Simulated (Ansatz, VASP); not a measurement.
Be2P: VASP beside Ansatz

```
Be P
1.0
     3.40223    0.00000    0.00000
    -1.70111    2.94642    0.00000
     0.00000    0.00000    4.22097
Be P
2 1
Direct
  0.00000 0.00000 0.76540
  0.00000 0.00000 0.23460
  0.33333 0.66667 0.00000
```

Change from the starting cell: ordered vacancies on the anion sites of nickel arsenide (P-6m2, No. 187).

Alike in both runs: functional PBE; k mesh 18 × 18 × 12; occupations gaussian, width 0.1 eV; no spin polarisation.

Ansatz relaxed the structure, and its values are those at the end. VASP's run is a single point on that final structure, the one shown.

|  | VASP | Ansatz |
| --- | --- | --- |
| version | VASP 6.6.1 | Ansatz 0.2.0 |
| potentials or method | VASP PAW PBE potentials, release 64 (Be, P), cutoff 520 eV | scalar-relativistic, plane waves, PAW |
| valence electrons in the cell | 9 | 9 |

|  | VASP | Ansatz | Ansatz less VASP |
| --- | --- | --- | --- |
| gap on the k mesh at the Fermi level (eV) | none | none | - |
| pressure (GPa) | 0.1 | 0.0 | -0.06 |
| rms of the force components (eV/Å) | 0.007 | 0.002 | -0.0043 |

A gap of «none» marks a metal or a gap that the smearing closes. The functional is the same, so the differences come from potentials, cutoffs and numerics.
